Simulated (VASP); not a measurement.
**C: elastic constants with LDA**

Crystal: C.

```
C
1.0
     0.00000    1.76589    1.76589
     1.76589    0.00000    1.76589
     1.76589    1.76589    0.00000
C
2
Cartesian
  0.0000 0.0000 0.0000
  0.8829 0.8829 0.8829
```

- Program: VASP 6.6.1
- Task: elastic constants
- Functional: LDA
- Potentials or basis: VASP PAW LDA potentials, release 64 (C)
- Cutoff: 600 eV
- k mesh: 10 × 10 × 10
- Occupations: gaussian, width 0.01 eV
- Spin: no spin polarisation
- Dipole correction: no
- Ions in elastic constants: relaxed
- Further INCAR settings: ALGO = Normal; EDIFF = 1e-08; IBRION = 6; POTIM = 0.015; NSW = 1; ISIF = 3

```json
{"Elastic constants C11, C12, C44": "1103, 149, 594 GPa", "Voigt bulk modulus": "467 GPa", "Highest phonon frequency at Γ": "1326 cm⁻¹"}
```

Phonon frequencies in cm⁻¹ (negative: imaginary):
```
              q point           frequencies
(0.000, 0.000, 0.000)  0 0 0 1326 1326 1326
```

Elastic tensor in Voigt notation (GPa, in the Cartesian axes of the cell as first typed):
```
1103  149  149    0    0    0
 149 1103  149    0    0    0
 149  149 1103    0    0    0
   0    0    0  594    0    0
   0    0    0    0  594    0
   0    0    0    0    0  594
```

Clamped-ion elastic tensor (GPa):
```
1103  149  149    0    0    0
 149 1103  149    0    0    0
 149  149 1103    0    0    0
   0    0    0  601    0    0
   0    0    0    0  601    0
   0    0    0    0    0  601
```

Wall time 57 s on 1 thread of Intel(R) Xeon(R) 6975P-C (Granite Rapids), with other jobs on the host, peak memory 0.16 GiB.
